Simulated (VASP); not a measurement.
# BAs (CsCl type) (Pm-3m) in VASP: further runs

The runs below take BAs (CsCl type) through density of states, with PBE.

Everything below comes from runs of VASP 6.6.1. Logs are shortened: lines on timing, memory, paths and dates and some standing lists are left out, and cuts for length are marked.

## (1) The cell of the first run

The structure is cubic, space group Pm-3m (No. 221). Conventional cell: a = 2.407 Å, b = 2.407 Å, c = 2.407 Å, α = 90.00°, β = 90.00°, γ = 90.00°. B (site symmetry m-3m) has 8 As at 2.08 Å and 6 B at 2.41 Å within 2.8 Å. As (site symmetry m-3m) has 8 B at 2.08 Å and 6 As at 2.41 Å within 2.8 Å.

## (2) Density of states, PBE (volume scaled by 0.55)

POSCAR reads:

```
BAs
1.0
    2.4073191794      0.0000000000      0.0000000000
    0.0000000000      2.4073191794      0.0000000000
    0.0000000000      0.0000000000      2.4073191794
B As
1 1
Direct
    0.0000000000      0.0000000000      0.0000000000
    0.5000000000      0.5000000000      0.5000000000
```

INCAR.step1 reads:

```
SYSTEM = BAs
PREC     = Accurate       ! precision mode
ENCUT    = 520            ! plane-wave cutoff, eV
EDIFF    = 1E-6           ! SCF threshold, eV
ISMEAR   = -1             ! smearing method
SIGMA    = 0.05           ! smearing width, eV
LREAL    = .False.        ! projectors in reciprocal space
LASPH    = .True.         ! aspherical terms in the spheres
NELM     = 80             ! most SCF steps
ALGO     = Normal         ! electronic algorithm
ISIF     = 2              ! what is computed and relaxed
LWAVE    = .False.        ! write WAVECAR
LCHARG   = .True.         ! write CHGCAR
GGA      = PE             ! functional
NBANDS   = 11             ! bands
```

KPOINTS.step1 reads:

```
Automatic mesh
0
Gamma
  15 15 15
  0 0 0
```

INCAR.step2 reads:

```
SYSTEM = BAs
PREC     = Accurate       ! precision mode
ENCUT    = 520            ! plane-wave cutoff, eV
EDIFF    = 1E-6           ! SCF threshold, eV
ISMEAR   = -5             ! smearing method
SIGMA    = 0.05           ! smearing width, eV
LREAL    = .False.        ! projectors in reciprocal space
LASPH    = .True.         ! aspherical terms in the spheres
NELM     = 80             ! most SCF steps
ALGO     = Normal         ! electronic algorithm
ISIF     = 2              ! what is computed and relaxed
LWAVE    = .False.        ! write WAVECAR
LCHARG   = .False.        ! write CHGCAR
GGA      = PE             ! functional
LORBIT   = 11             ! projections on sites
NEDOS    = 1001           ! points of the DOS
ICHARG   = 11             ! starting density
```

KPOINTS.step2 reads:

```
Automatic mesh
0
Gamma
  23 23 23
  0 0 0
```

Potentials or basis: VASP PAW PBE potentials, release 64 (B, As).

Command:

```bash
> cat potpaw_PBE.64/B/POTCAR potpaw_PBE.64/As/POTCAR > POTCAR
> cp INCAR.step1 INCAR
> cp KPOINTS.step1 KPOINTS
> mpirun -np 1 vasp_std > vasp.out
> cp INCAR.step2 INCAR
> cp KPOINTS.step2 KPOINTS
> mpirun -np 1 vasp_std > vasp.out
```

OUTCAR:

```text
SYSTEM = BAs
   PREC = Accurate
   ENCUT = 520
   EDIFF = 1E-6
   ISMEAR = -5
   LREAL = .False.
   LASPH = .True.
   NELM = 80
   ISIF = 2
   GGA = PE
   LORBIT = 11
   ICHARG = 11

 ion  position               nearest neighbor table
   1  0.000  0.000  0.000-   2 2.08   2 2.08   2 2.08   2 2.08   2 2.08   2 2.08   2 2.08   2 2.08

   2  0.500  0.500  0.500-   1 2.08   1 2.08   1 2.08   1 2.08   1 2.08   1 2.08   1 2.08   1 2.08

  LATTYP: Found a simple cubic cell.
 ALAT       =     2.4073191794

  Lattice vectors:

 A1 = (   2.4073191794,   0.0000000000,   0.0000000000)
 A2 = (   0.0000000000,   2.4073191794,   0.0000000000)
 A3 = (   0.0000000000,   0.0000000000,   2.4073191794)

Analysis of symmetry for initial positions (statically):
=====================================================================
 Subroutine PRICEL returns:
 Original cell was already a primitive cell.

 Routine SETGRP: Setting up the symmetry group for a
 simple cubic supercell.

 Subroutine GETGRP returns: Found 48 space group operations
 (whereof 48 operations were pure point group operations)
 out of a pool of 48 trial point group operations.

The static configuration has the point symmetry O_h .

Analysis of symmetry for dynamics (positions and initial velocities):
=====================================================================
 Subroutine PRICEL returns:
 Original cell was already a primitive cell.

 Routine SETGRP: Setting up the symmetry group for a
 simple cubic supercell.

 Subroutine GETGRP returns: Found 48 space group operations
 (whereof 48 operations were pure point group operations)
 out of a pool of 48 trial point group operations.

The dynamic configuration has the point symmetry O_h .

 Subroutine INISYM returns: Found 48 space group operations
 (whereof 48 operations are pure point group operations),
 and found     1 'primitive' translations

----------------------------------------------------------------------------------------

                                     Primitive cell

  volume of cell :      13.9509

  direct lattice vectors                    reciprocal lattice vectors
     2.407319179  0.000000000  0.000000000     0.415399839  0.000000000  0.000000000
     0.000000000  2.407319179  0.000000000     0.000000000  0.415399839  0.000000000
     0.000000000  0.000000000  2.407319179     0.000000000  0.000000000  0.415399839

  length of vectors
     2.407319179  2.407319179  2.407319179     0.415399839  0.415399839  0.415399839

  position of ions in fractional coordinates (direct lattice)
     0.000000000  0.000000000  0.000000000
     0.500000000  0.500000000  0.500000000

  ion indices of the primitive-cell ions
   primitive index   ion index
                 1           1
                 2           2

----------------------------------------------------------------------------------------

 KPOINTS: Automatic mesh

Automatic generation of k-mesh.
 Grid dimensions read from file:
 generate k-points for:   23   23   23

 Generating k-lattice:

  Cartesian coordinates                     Fractional coordinates (reciprocal lattice)
     0.018060863  0.000000000  0.000000000     0.043478261  0.000000000  0.000000000
     0.000000000  0.018060863  0.000000000     0.000000000  0.043478261  0.000000000
     0.000000000  0.000000000  0.018060863     0.000000000  0.000000000  0.043478261

  Length of vectors
     0.018060863  0.018060863  0.018060863

  Shift w.r.t. Gamma in fractional coordinates (k-lattice)
     0.000000000  0.000000000  0.000000000

 TETIRR: Found   6051 inequivalent tetrahedra from    73002

 Subroutine IBZKPT returns following result:
 ===========================================

 Found    364 irreducible k-points:

 Following reciprocal coordinates:
            Coordinates               Weight
  0.000000  0.000000  0.000000      1.000000
  0.043478  0.000000  0.000000      6.000000
  0.086957  0.000000  0.000000      6.000000
  0.130435  0.000000  0.000000      6.000000
  0.173913  0.000000  0.000000      6.000000
  0.217391  0.000000  0.000000      6.000000
[... 16 lines left out ...]
  0.478261  0.043478  0.000000     24.000000
  0.086957  0.086957  0.000000     12.000000
 [... further k-points ...]
   k-points           NKPTS =    364   k-points in BZ     NKDIM =    364   number of bands    NBANDS=      8
   number of dos      NEDOS =   1001   number of ions     NIONS =      2
   total plane-waves  NPLWV =   5832
   dimension x,y,z NGX =    18 NGY =   18 NGZ =   18
   dimension x,y,z NGXF=    36 NGYF=   36 NGZF=   36
   ions per type =               1   1
   NGX,Y,Z   is equivalent  to a cutoff of  12.43, 12.43, 12.43 a.u.
   NGXF,Y,Z  is equivalent  to a cutoff of  24.86, 24.86, 24.86 a.u.
 SYSTEM =  BAs
   PREC   = accura    normal or accurate (medium, high low for compatibility)
   ISTART =      0    job   : 0-new  1-cont  2-samecut
   ICHARG =     11    charge: 1-file 2-atom 10-const
   ISPIN  =      1    spin polarized calculation?
   LNONCOLLINEAR =      F non collinear calculations
   LSORBIT =      F    spin-orbit coupling
   LASPH  =      T    aspherical Exc in radial PAW
   ENCUT  =  520.0 eV  38.22 Ry    6.18 a.u.   4.48  4.48  4.48*2*pi/ulx,y,z
   NELM   =     80;   NELMIN=  2; NELMDL=  0     # of ELM steps
   EDIFF  = 0.1E-05   stopping-criterion for ELM
   LREAL  =      F    real-space projection
   EDIFFG = 0.1E-04   stopping-criterion for IOM
   NSW    =      0    number of steps for IOM
   IBRION =     -1    ionic relax: 0-MD 1-quasi-New 2-CG
   NFREE  =      0    steps in history (QN), initial steepest desc. (CG)
   ISIF   =      2    stress and relaxation
   ISYM   =      2    0-nonsym 1-usesym 2-fastsym
   POTIM  = 0.5000    time-step for ionic-motion
   TEBEG  =    0.0;   TEEND  =   0.0 temperature during run
   PSTRESS=    0.0 pullay stress
   NELECT =       8.0000    total number of electrons
   NUPDOWN=      -1.0000    fix difference up-down
   EMIN   =  10.00;   EMAX   =-10.00  energy-range for DOS
   EFERMI =   0.00;   METHOD = LEGACY
   ISMEAR =    -5;   SIGMA  =   0.05  broadening in eV -4-tet -1-fermi 0-gaus
   EFERMI_NEDOS =   21; number of points for ismear=-14 and -15
   IALGO  =     38    algorithm
   IMIX   =      4    mixing-type and parameters
     AMIX     =   0.40;   BMIX     =  1.00
     AMIX_MAG =   1.60;   BMIX_MAG =  1.00
  volume/ion in A,a.u.               =       6.98        47.07
  Fermi-wavevector in a.u.,A,eV,Ry     =   1.360101  2.570218 25.169073  1.849875
  Thomas-Fermi vector in A             =   2.486792
   LORBIT       =     11    0 simple, 1 ext, 2 COOP (PROOUT), +10 PAW based schemes
   GGA     = PE    functional components
   LHFCALC =     F    Hartree Fock is set to
   AEXX    =    0.0000 exact exchange contribution
   IVDW    =     0    specifies the selected vdW correction
   LEPSILON=     F    determine dielectric tensor
   LRPA    =     F    only Hartree local field effects (RPA)
 non-spin polarized calculation
 Fermi weights with tetrahedron method with Bloechl corrections
  energy-cutoff  :      520.00
  volume of cell :       13.95
 maximum number of plane-waves:       389
 NGX is ok and might be reduce to    18

 number of electron       8.0000001 magnetization

 Free energy of the ion-electron system (eV)
  ---------------------------------------------------
  ext. energy  EPLUGINS =         0.00000000
  ---------------------------------------------------
  free energy    TOTEN  =        -3.49214429 eV

  energy without entropy =       -3.49214429  energy(sigma->0) =       -3.49214429

 E-fermi :  16.0290     XC(G=0): -14.1616

 val. band max:       16.2672141110   @ k =   0.4783   0.1304   0.1304
 cond. band min:      15.8675809757   @ k =   0.4348   0.2609   0.1739
 fundamental gap:     -0.3996331353
 Fermi energy:        16.0290055108

 k-point     1 :       0.0000    0.0000    0.0000
  band No.  band energies     occupation
      1      -7.3770      2.00000
      2      13.9030      2.00000
      3      13.9030      2.00000
      4      13.9030      2.00000
      5      20.7234      0.00000
      6      20.7234      0.00000
      7      22.9942      0.00000
      8      33.4809      0.00000

 k-point     2 :       0.0435    0.0000    0.0000
  band No.  band energies     occupation
      1      -7.3312      2.00000
      2      13.4068      2.00000
      3      13.9533      2.00000
      4      13.9533      2.00000
      5      20.7663      0.00000
      6      21.1610      0.00000
      7      23.1136      0.00000
      8      33.2515      0.00000

 k-point     3 :       0.0870    0.0000    0.0000
  band No.  band energies     occupation
      1      -7.1936      2.00000
      2      12.2208      2.00000
      3      14.1036      2.00000
      4      14.1036      2.00000
      5      20.8951      0.00000
      6      21.9692      0.00000
      7      23.6628      0.00000
      8      32.5927      0.00000

 k-point     4 :       0.1304    0.0000    0.0000
  band No.  band energies     occupation
      1      -6.9644      2.00000
      2      10.7493      2.00000
      3      14.3530      2.00000
      4      14.3530      2.00000
      5      21.1099      0.00000
      6      22.4430      0.00000
      7      24.9010      0.00000
      8      31.5995      0.00000

 k-point     5 :       0.1739    0.0000    0.0000
  band No.  band energies     occupation
      1      -6.6438      2.00000
      2       9.1918      2.00000
      3      14.6998      2.00000
      4      14.6998      2.00000
      5      21.4111      0.00000
      6      22.6996      0.00000
      7      26.3976      0.00000
      8      30.3940      0.00000
[... 177 lines left out ...]
 k-point    22 :       0.4348    0.0435    0.0000
  band No.  band energies     occupation
      1      -2.8900      2.00000
      2       0.8959      2.00000
      3      17.9981      0.00000
      4      18.4676      0.00000
      5      21.9029      0.00000
      6      22.9579      0.00000
      7      24.6345      0.00000
      8      25.7011      0.00000

 k-point    23 :       0.4783    0.0435    0.0000
  band No.  band energies     occupation
      1      -2.2217      2.00000
      2       0.0475      2.00000
      3      18.5952      0.00000
      4      18.9978      0.00000
      5      21.1991      0.00000
      6      22.2747      0.00000
      7      24.9479      0.00000
      8      26.3707      0.00000

 k-point    24 :       0.0870    0.0870    0.0000
  band No.  band energies     occupation
      1      -7.0101      2.00000
      2      12.0901      2.00000
      3      12.7698      2.00000
      4      14.3027      2.00000
      5      21.5702      0.00000
      6      23.0754      0.00000
      7      23.9131      0.00000
      8      31.2810      0.00000

 [... further k-points ...]
[... 5 lines left out ...]
  --------------------------------------------------------------------------------------
  -------------------------------------------------------------------------------------
  Total       20.1729171     20.1729171     20.1729171     -0.0000000     -0.0000000      0.0000000
  in kB     2316.7451307   2316.7451307   2316.7451307     -0.0000000     -0.0000000      0.0000000
  external PRESSURE =    2316.7451307 kB  Pullay stress =       0.0000000 kB

 VOLUME and BASIS-vectors are now :
 -----------------------------------------------------------------------------
  energy-cutoff  :      520.00
  volume of cell :       13.95
      direct lattice vectors                 reciprocal lattice vectors
     2.407319179  0.000000000  0.000000000     0.415399839  0.000000000  0.000000000
     0.000000000  2.407319179  0.000000000     0.000000000  0.415399839  0.000000000
     0.000000000  0.000000000  2.407319179     0.000000000  0.000000000  0.415399839

 POSITION                                       TOTAL-FORCE (eV/Angst)
 -----------------------------------------------------------------------------------
      0.00000      0.00000      0.00000         0.000000      0.000000      0.000000
      1.20366      1.20366      1.20366         0.000000      0.000000      0.000000
 -----------------------------------------------------------------------------------
    total drift:                               -0.000000     -0.000000     -0.000000

  FREE ENERGIE OF THE ION-ELECTRON SYSTEM (eV)
  ---------------------------------------------------
  free  energy   TOTEN  =        -3.4921442909 eV

  energy  without entropy=       -3.4921442909  energy(sigma->0) =       -3.49214429

 total charge

# of ion       s       p       d       tot
------------------------------------------
    1        0.824   1.320   0.000   2.144
    2        1.295   1.664   0.415   3.375
--------------------------------------------------
tot          2.118   2.985   0.415   5.518
```

Run time: 58 s. Hardware: 1 thread of Intel Xeon 8259CL, shared host; peak memory 0.16 GiB.

What came out:

* Valence electrons inside the program's atomic spheres: B 2.14; As 3.38

Caveat: the cell differs from its parent crystal (volume scaled by 0.55); the bands computed are all filled at some k points, so no gap is given.

## (3) Density of states, PBE

This run uses another cell than the first one, of 12.68 Å³/atom, 1.818 times its volume.

POSCAR reads:

```
BAs
1.0
    2.9381870895      0.0000000000      0.0000000000
    0.0000000000      2.9381870895      0.0000000000
    0.0000000000      0.0000000000      2.9381870895
B As
1 1
Direct
    0.0000000000      0.0000000000      0.0000000000
    0.5000000000      0.5000000000      0.5000000000
```

INCAR.step1 reads:

```
SYSTEM = BAs
PREC = Accurate ; ENCUT = 520
EDIFF = 1E-6 ; ISMEAR = -1
SIGMA = 0.05 ; LREAL = .FALSE.
LASPH = .TRUE. ; NELM = 100
ALGO = Normal ; ISIF = 2
LWAVE = .FALSE. ; LCHARG = .TRUE.
GGA = PE ; NBANDS = 11
```

KPOINTS.step1 reads:

```
regular mesh
0
G
  15 15 15
  0 0 0
```

INCAR.step2 reads:

```
SYSTEM = BAs
PREC = Accurate ; ENCUT = 520
EDIFF = 1E-6 ; ISMEAR = -5
SIGMA = 0.05 ; LREAL = .FALSE.
LASPH = .TRUE. ; NELM = 100
ALGO = Normal ; ISIF = 2
LWAVE = .FALSE. ; LCHARG = .FALSE.
GGA = PE ; LORBIT = 11
NBANDS = 11 ; NEDOS = 2001
ICHARG = 11
```

KPOINTS.step2 reads:

```
regular mesh
0
G
  23 23 23
  0 0 0
```

Potentials or basis: VASP PAW PBE potentials, release 64 (B, As).

Command:

```bash
> cat potpaw_PBE.64/B/POTCAR potpaw_PBE.64/As/POTCAR > POTCAR
> cp INCAR.step1 INCAR
> cp KPOINTS.step1 KPOINTS
> mpirun -np 1 vasp_std > vasp.out
> cp INCAR.step2 INCAR
> cp KPOINTS.step2 KPOINTS
> mpirun -np 1 vasp_std > vasp.out
```

OUTCAR:

```text
SYSTEM = BAs
   PREC = Accurate
   ENCUT = 520
   EDIFF = 1E-6
   ISMEAR = -5
   LREAL = .FALSE.
   LASPH = .TRUE.
   NELM = 100
   ISIF = 2
   GGA = PE
   LORBIT = 11
   ICHARG = 11

 ion  position               nearest neighbor table
   1  0.000  0.000  0.000-   2 2.54   2 2.54   2 2.54   2 2.54   2 2.54   2 2.54   2 2.54   2 2.54

   2  0.500  0.500  0.500-   1 2.54   1 2.54   1 2.54   1 2.54   1 2.54   1 2.54   1 2.54   1 2.54

  LATTYP: Found a simple cubic cell.
 ALAT       =     2.9381870895

  Lattice vectors:

 A1 = (   2.9381870895,   0.0000000000,   0.0000000000)
 A2 = (   0.0000000000,   2.9381870895,   0.0000000000)
[... 529 lines left out ...]
  Total        0.0039478      0.0039478      0.0039478      0.0000000      0.0000000      0.0000000
  in kB        0.2493608      0.2493608      0.2493608      0.0000000      0.0000000      0.0000000
  external PRESSURE =       0.2493608 kB  Pullay stress =       0.0000000 kB

 VOLUME and BASIS-vectors are now :
 -----------------------------------------------------------------------------
  energy-cutoff  :      520.00
  volume of cell :       25.37
      direct lattice vectors                 reciprocal lattice vectors
     2.938187089  0.000000000  0.000000000     0.340345924  0.000000000  0.000000000
     0.000000000  2.938187089  0.000000000     0.000000000  0.340345924  0.000000000
     0.000000000  0.000000000  2.938187089     0.000000000  0.000000000  0.340345924

 POSITION                                       TOTAL-FORCE (eV/Angst)
 -----------------------------------------------------------------------------------
      0.00000      0.00000      0.00000         0.000000      0.000000      0.000000
      1.46909      1.46909      1.46909         0.000000      0.000000      0.000000
 -----------------------------------------------------------------------------------
    total drift:                                0.000000     -0.000000     -0.000000

  FREE ENERGIE OF THE ION-ELECTRON SYSTEM (eV)
  ---------------------------------------------------
  free  energy   TOTEN  =        -8.3487282166 eV

  energy  without entropy=       -8.3487282166  energy(sigma->0) =       -8.34872822

 total charge

# of ion       s       p       d       tot
------------------------------------------
    1        0.785   0.726   0.000   1.511
    2        1.328   1.224   0.094   2.645
--------------------------------------------------
tot          2.113   1.950   0.094   4.156
```

Wall time 86 s (1 thread of Intel Xeon 8259CL, shared host); peak memory 0.23 GiB.

Results:

| Property | Result |
| --- | --- |
| Valence electrons inside the program's atomic spheres | B 1.51; As 2.65 |

Levels at points of the mesh, in eV from the Fermi level:
```
           k point  band 1  band 2  band 3  band 4  band 5  band 6  band 7  band 8
(0.00, 0.00, 0.00)  -15.78   -0.92   -0.92   -0.92   -0.36    5.58    5.58    9.20
```

Caveat: tetrahedron occupations give inexact forces and stress in metals.
